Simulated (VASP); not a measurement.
Nb, 1 atom in the cell. The structure is cubic, space group Fm-3m (No. 225). The conventional cell has a = 4.170 Å, b = 4.170 Å, c = 4.170 Å, α = 90.00°, β = 90.00°, γ = 90.00°. Within 3.9 Å of Nb (site symmetry m-3m) lie 12 Nb at 2.95 Å. 

```yaml
Program: VASP 6.6.1
Task: single point
Functional: LDA
Potentials_or_basis: VASP PAW LDA potentials, release 64 (Nb_sv)
Cutoff: 500 eV
k_mesh: 10 × 10 × 10
Occupations: fermi-dirac, width 0.1 eV
Spin: no spin polarisation
Dipole_correction: no
Further_INCAR_settings: ALGO = Normal; EDIFF = 1e-06; NBANDS = 12
```

Potentials or basis: VASP PAW LDA potentials, release 64 (Nb_sv).

Launch:

```bash
$ cat potpaw_LDA.64/Nb_sv/POTCAR > POTCAR
$ mpirun -np 1 vasp_std > vasp.out
```

Hardware: 1 thread of Intel Xeon 8259CL, with other jobs on the host.

Question: How long does it take, and how much memory?

Answer: It took 14 s on 1 thread of Intel Xeon 8259CL, with other jobs on the host, peak memory 0.13 GiB. Counts: scf iterations 12, k points 47.
